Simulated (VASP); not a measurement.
# Au (Fd-3m) in VASP: a series of runs

The runs below take Au through relaxation of cell and atoms, with PBE.

Everything below comes from runs of VASP 6.6.1. Logs are shortened: lines on timing, memory, paths and dates and some standing lists are left out, and cuts for length are marked.

## Step 1: The cell of the first run

The structure is cubic, space group Fd-3m (No. 227). Conventional cell: a = 5.600 Å, b = 5.600 Å, c = 5.600 Å, α = 90.00°, β = 90.00°, γ = 90.00°. Within 3.2 Å of Au (site symmetry -43m) lie 4 Au at 2.42 Å.

## Step 2: Relaxation of cell and atoms, PBE

The input, INCAR:

```
SYSTEM = Au
PREC = Accurate
ENCUT = 600
EDIFF = 1E-6
ISMEAR = 1
SIGMA = 0.05
LREAL = .FALSE.
LASPH = .TRUE.
NELM = 80
ALGO = Normal
ISIF = 3
LWAVE = .FALSE.
LCHARG = .FALSE.
GGA = PE
IBRION = 2
NSW = 80
EDIFFG = -0.03
```

The input, KPOINTS:

```
regular mesh
0
G
  8 8 8
  0 0 0
```

The input, POSCAR:

```
Au
1.0
    0.0000000000      2.8000000000      2.8000000000
    2.8000000000      0.0000000000      2.8000000000
    2.8000000000      2.8000000000      0.0000000000
Au
2
Direct
    0.0000000000      0.0000000000      0.0000000000
    0.2500000000      0.2500000000      0.2500000000
```

Potentials or basis: VASP PAW PBE potentials, release 64 (Au).

Started as:

```console
$ cat potpaw_PBE.64/Au/POTCAR > POTCAR
$ mpirun -np 1 vasp_std > vasp.out
```

OUTCAR:

```text
SYSTEM = Au
   PREC = Accurate
   ENCUT = 600
   EDIFF = 1E-6
   ISMEAR = 1
   LREAL = .FALSE.
   LASPH = .TRUE.
   NELM = 80
   ISIF = 3
   GGA = PE
   IBRION = 2
   NSW = 80
   EDIFFG = -0.03

 ion  position               nearest neighbor table
   1  0.000  0.000  0.000-   2 2.42   2 2.42   2 2.42   2 2.42
   2  0.250  0.250  0.250-   1 2.42   1 2.42   1 2.42   1 2.42

  LATTYP: Found a face centered cubic cell.
 ALAT       =     5.6000000000

  Lattice vectors:

 A1 = (   0.0000000000,   2.8000000000,   2.8000000000)
 A2 = (   2.8000000000,   0.0000000000,   2.8000000000)
 A3 = (   2.8000000000,   2.8000000000,   0.0000000000)

Analysis of symmetry for initial positions (statically):
=====================================================================
 Subroutine PRICEL returns:
 Original cell was already a primitive cell.

 Routine SETGRP: Setting up the symmetry group for a
 face centered cubic supercell.

 Subroutine GETGRP returns: Found 48 space group operations
 (whereof 24 operations were pure point group operations)
 out of a pool of 48 trial point group operations.

The static configuration has the point symmetry T_d .
 The point group associated with its full space group is O_h .

Analysis of symmetry for dynamics (positions and initial velocities):
=====================================================================
 Subroutine PRICEL returns:
 Original cell was already a primitive cell.

 Routine SETGRP: Setting up the symmetry group for a
 face centered cubic supercell.

 Subroutine GETGRP returns: Found 48 space group operations
 (whereof 24 operations were pure point group operations)
 out of a pool of 48 trial point group operations.

The dynamic configuration has the point symmetry T_d .
 The point group associated with its full space group is O_h .

 Subroutine INISYM returns: Found 48 space group operations
 (whereof 24 operations are pure point group operations),
 and found     1 'primitive' translations

----------------------------------------------------------------------------------------

                                     Primitive cell

  volume of cell :      43.9040

  direct lattice vectors                    reciprocal lattice vectors
     0.000000000  2.800000000  2.800000000    -0.178571429  0.178571429  0.178571429
     2.800000000  0.000000000  2.800000000     0.178571429 -0.178571429  0.178571429
     2.800000000  2.800000000  0.000000000     0.178571429  0.178571429 -0.178571429

  length of vectors
     3.959797975  3.959797975  3.959797975     0.309294787  0.309294787  0.309294787

[... 75 lines left out ...]
   LNONCOLLINEAR =      F non collinear calculations
   LSORBIT =      F    spin-orbit coupling
   LASPH  =      T    aspherical Exc in radial PAW
   ENCUT  =  600.0 eV  44.10 Ry    6.64 a.u.   7.91  7.91  7.91*2*pi/ulx,y,z
   NELM   =     80;   NELMIN=  2; NELMDL= -5     # of ELM steps
   EDIFF  = 0.1E-05   stopping-criterion for ELM
   LREAL  =      F    real-space projection
   EDIFFG = -.3E-01   stopping-criterion for IOM
   NSW    =     80    number of steps for IOM
   IBRION =      2    ionic relax: 0-MD 1-quasi-New 2-CG
   NFREE  =      1    steps in history (QN), initial steepest desc. (CG)
   ISIF   =      3    stress and relaxation
   ISYM   =      2    0-nonsym 1-usesym 2-fastsym
   POTIM  = 0.5000    time-step for ionic-motion
   TEBEG  =    0.0;   TEEND  =   0.0 temperature during run
   PSTRESS=    0.0 pullay stress
   NELECT =      22.0000    total number of electrons
   NUPDOWN=      -1.0000    fix difference up-down
   EMIN   =  10.00;   EMAX   =-10.00  energy-range for DOS
   EFERMI =   0.00;   METHOD = LEGACY
   ISMEAR =     1;   SIGMA  =   0.05  broadening in eV -4-tet -1-fermi 0-gaus
   EFERMI_NEDOS =   21; number of points for ismear=-14 and -15
   IALGO  =     38    algorithm
   IMIX   =      4    mixing-type and parameters
     AMIX     =   0.40;   BMIX     =  1.00
     AMIX_MAG =   1.60;   BMIX_MAG =  1.00
  volume/ion in A,a.u.               =      21.95       148.14
  Fermi-wavevector in a.u.,A,eV,Ry     =   1.300312  2.457234 23.004897  1.690812
  Thomas-Fermi vector in A             =   2.431519
   LORBIT       =      0    0 simple, 1 ext, 2 COOP (PROOUT), +10 PAW based schemes
   GGA     = PE    functional components
   LHFCALC =     F    Hartree Fock is set to
   AEXX    =    0.0000 exact exchange contribution
   IVDW    =     0    specifies the selected vdW correction
   LEPSILON=     F    determine dielectric tensor
   LRPA    =     F    only Hartree local field effects (RPA)
 conjugate gradient relaxation of ions
 non-spin polarized calculation
 Methfessel and Paxton  Order N= 1 SIGMA  =   0.05
  energy-cutoff  :      600.00
  volume of cell :       43.90
 maximum number of plane-waves:      1477
   NGX = 15   NGY = 15   NGZ = 15

--------------------------------------- Ionic step        1  -------------------------------------------

 number of electron      21.9999998 magnetization

 Free energy of the ion-electron system (eV)
  ---------------------------------------------------
  ext. energy  EPLUGINS =         0.00000000
  ---------------------------------------------------
  free energy    TOTEN  =        -3.88974257 eV

  energy without entropy =       -3.88969165  energy(sigma->0) =       -3.88972560

 E-fermi :   6.0112     XC(G=0): -10.8500

 val. band max:        5.7802399866   @ k =   0.5000   0.0000   0.0000
 cond. band min:       6.0122613641   @ k =  -0.3750   0.3750   0.0000
 fundamental gap:      0.2320213776
 Fermi energy:         6.0112249159

 k-point     1 :       0.0000    0.0000    0.0000
  band No.  band energies     occupation
      1      -1.9648      2.00000
      2       0.2653      2.00000
      3       0.2653      2.00000
      4       0.4090      2.00000
      5       0.4090      2.00000
      6       0.4090      2.00000
      7       3.0010      2.00000
      8       3.0010      2.00000
      9       3.0010      2.00000
     10       4.7162      2.00000
     11       4.7162      2.00000
     12      16.5015      0.00000
     13      16.5925      0.00000
     14      17.6111      0.00000
[... 558 lines left out ...]
--------------------------------------- Ionic step        5  -------------------------------------------

 number of electron      21.9999996 magnetization

 Free energy of the ion-electron system (eV)
  ---------------------------------------------------
  ext. energy  EPLUGINS =         0.00000000
  ---------------------------------------------------
  free energy    TOTEN  =        -5.00778042 eV

  energy without entropy =       -5.00725118  energy(sigma->0) =       -5.00760400

 E-fermi :   2.7973     XC(G=0):  -9.3160

 val. band max:        2.7787657121   @ k =  -0.3750   0.2500   0.1250
 cond. band min:       2.9065564931   @ k =   0.5000   0.1250   0.0000
 fundamental gap:      0.1277907810
 Fermi energy:         2.7972870901

 k-point     1 :       0.0000    0.0000    0.0000
  band No.  band energies     occupation
      1      -3.0968      2.00000
      2      -1.2276      2.00000
      3      -1.2276      2.00000
      4      -1.2276      2.00000
      5      -1.2239      2.00000
      6      -1.2239      2.00000
      7       0.5543      2.00000
      8       0.5543      2.00000
      9       0.5543      2.00000
     10       1.5219      2.00000
     11       1.5219      2.00000
     12      11.2667      0.00000
     13      12.2706      0.00000
     14      12.2706      0.00000
[... 444 lines left out ...]
  FREE ENERGIE OF THE ION-ELECTRON SYSTEM (eV)
  ---------------------------------------------------
  free  energy   TOTEN  =        -5.0077804194 eV

  energy  without entropy=       -5.0072511758  energy(sigma->0) =       -5.00760400

 reached required accuracy - stopping structural energy minimisation
```

OSZICAR:

```text
N       E                     dE             d eps       ncg     rms          rms(c)
DAV:   1     0.138148855554E+03    0.13815E+03   -0.12450E+04   878   0.153E+03
DAV:   2    -0.223309559208E+01   -0.14038E+03   -0.13538E+03   961   0.299E+02
DAV:   3    -0.437472081570E+01   -0.21416E+01   -0.21360E+01  1017   0.394E+01
DAV:   4    -0.438736520130E+01   -0.12644E-01   -0.12644E-01  1003   0.309E+00
[... 42 lines left out ...]
DAV:   2    -0.500777310211E+01    0.13180E-01   -0.49926E-02   926   0.186E+00    0.274E-01
DAV:   3    -0.500774526335E+01    0.27839E-04   -0.50010E-04   912   0.167E-01    0.192E-01
DAV:   4    -0.500777939932E+01   -0.34136E-04   -0.11257E-04   954   0.736E-02    0.706E-03
DAV:   5    -0.500777969058E+01   -0.29126E-06   -0.10304E-05   919   0.257E-02    0.431E-03
DAV:   6    -0.500778041945E+01   -0.72887E-06   -0.98022E-07   785   0.850E-03
   5 F= -.50077804E+01 E0= -.50076040E+01  d E =-.111804E+01
```

Wall time 1.7 min (1 thread of Intel Xeon 8259CL, shared host); peak memory 0.19 GiB.

What came out:

```yaml
Free_energy: -5.0078 eV
Relaxed_volume: 29.15 Å³/atom
Relaxed_cell: a = 4.352 Å, b = 4.352 Å, c = 4.352 Å, α = 60.00°, β = 60.00°, γ = 60.00°
Space_group_after_relaxing_to_0.05_Å: Fd-3m (No. 227)
Energy_gained_by_relaxing: 559.0 meV/atom
Ionic_steps: 5
Pressure_after_relaxing: 0.0 GPa
Band_gap_on_the_k_mesh: zero (band 11 reaches 3.05 eV, above the bottom of band 12 at 2.41 eV)
```

The path:
```csv
step,energy change (eV),largest force (eV/Å),pressure (GPa),volume (Å³)
1,0.0000,0.0000,34.26,43.90
2,-0.4391,0.0000,-6.65,81.00
3,-1.1163,0.0000,-0.67,59.09
4,-1.1176,0.0000,-0.31,58.66
5,-1.1180,0.0000,-0.02,58.30
```

Final structure:
```xyz
2
Lattice="0.0000 3.0776 3.0776 3.0776 0.0000 3.0776 3.0776 3.0776 0.0000" Properties=species:S:1:pos:R:3 pbc="T T T"
Au    0.0000    0.0000    0.0000
Au    1.5388    1.5388    1.5388
```

Caveat: the volume moved by over 15 % at a fixed basis, so the end points are rough; spin-orbit coupling is left out, which moves the levels of the heavy elements.

## Step 3: Relaxation of cell and atoms, PBE, target pressure 10 GPa, at which the enthalpy is minimised

The input, INCAR:

```
ALGO = Normal
EDIFF = 1E-6
EDIFFG = -0.03
ENCUT = 600
GGA = PE
IBRION = 2
ISIF = 3
ISMEAR = 1
LASPH = True
LCHARG = False
LREAL = False
LWAVE = False
NELM = 80
NSW = 80
PREC = Accurate
PSTRESS = 100.0
SIGMA = 0.05
```

The input, KPOINTS:

```
k-points
0
Gamma
  8 8 8
```

POSCAR is that of step 2.

Potentials or basis: VASP PAW PBE potentials, release 64 (Au).

Started as:

```console
$ cat potpaw_PBE.64/Au/POTCAR > POTCAR
$ mpirun -np 1 vasp_std > vasp.out
```

Run time: 97 s. Hardware: 1 thread of Intel Xeon 8259CL, shared host; peak memory 0.2 GiB.

Results (log left out):

```
Free energy                                            : -4.8202 eV
Relaxed volume                                         : 25.60 Å³/atom
Relaxed cell                                           : a = 4.168 Å, b = 4.168 Å, c = 4.168 Å, α = 60.00°, β = 60.00°, γ = 60.00°
Space group after relaxing (to 0.05 Å)                 : Fd-3m (No. 227)
Energy change on relaxing (the enthalpy is what falls) : -465.2 meV/atom
Ionic steps                                            : 5
Pressure after relaxing                                : 10.0 GPa
Band gap on the k mesh                                 : zero (band 11 reaches 4.45 eV, above the bottom of band 12 at 3.81 eV)
```

The path:
| step | energy change (eV) | largest force (eV/Å) | pressure (GPa) | volume (Å³) |
| --- | --- | --- | --- | --- |
| 1 | 0.0000 | 0.0000 | 34.26 | 43.90 |
| 2 | -0.9155 | 0.0000 | -5.12 | 68.59 |
| 3 | -0.9740 | 0.0000 | 8.48 | 51.96 |
| 4 | -0.9409 | 0.0000 | 9.65 | 51.38 |
| 5 | -0.9304 | 0.0000 | 10.01 | 51.21 |

Final structure:
```xyz
2
Lattice="0.0000 2.9473 2.9473 2.9473 0.0000 2.9473 2.9473 2.9473 0.0000" Properties=species:S:1:pos:R:3 pbc="T T T"
Au    0.0000    0.0000    0.0000
Au    1.4737    1.4737    1.4737
```

Levels at points of the mesh, in eV from the Fermi level:
| k point | band 9 | band 10 | band 11 | band 12 | band 13 | band 14 |
| --- | --- | --- | --- | --- | --- | --- |
| (0.00, 0.00, 0.00) | -2.56 | -1.29 | -1.29 | 9.48 | 10.17 | 10.38 |
| (0.50, 0.00, 0.00) | -1.49 | -1.49 | -1.26 | -0.32 | 7.17 | 7.17 |
| (0.50, 0.50, 0.00) | -1.28 | -1.28 | 0.32 | 0.32 | 3.69 | 3.69 |

Caveat: the cell is relaxed towards a set pressure, so the enthalpy falls and the energy may rise; the volume moved by over 15 % at a fixed basis, so the end points are rough; spin-orbit coupling is left out, which moves the levels of the heavy elements.

(Continued in part 2 of 2.)
